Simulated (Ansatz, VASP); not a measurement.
Two plane-wave programs on SnSe2

```
CELL_PARAMETERS angstrom
3.87189 0.00000 0.00000
-1.93594 3.35315 0.00000
0.00000 0.00000 6.98477
ATOMIC_POSITIONS crystal
Sn 0.00000 0.00000 0.00000
Se 0.66667 0.33333 0.77173
Se 0.33333 0.66667 0.22827
```

Alike in both runs: functional PBE; k mesh 9 × 9 × 4; occupations gaussian, width 0.02 eV; no spin polarisation.

Ansatz relaxed the structure, and its values are those at the end. VASP's run is a single point on that final structure, the one shown.

|  | VASP | Ansatz |
| --- | --- | --- |
| version | VASP 6.6.1 | Ansatz 0.2.0 |
| potentials or method | VASP PAW PBE potentials, release 64 (Sn_d, Se), cutoff 500 eV | scalar-relativistic, plane waves, PAW |
| valence electrons in the cell | 26 | 46 |

VASP gave:

```
gap on the k mesh at the Fermi level (eV) : 0.76
least direct gap on the mesh (eV)         : 1.11
pressure (GPa)                            : 0.1
rms of the force components (eV/Å)        : 0.006
```

Q: What did Ansatz give for the same quantities?

A: gap on the k mesh at the Fermi level (eV): 0.76; least direct gap on the mesh (eV): 1.12; pressure (GPa): 0.0; rms of the force components (eV/Å): 0.000.

VASP's potentials hold 26 valence electrons a cell and Ansatz's 46, so a difference there can come from the potentials and not from the codes.
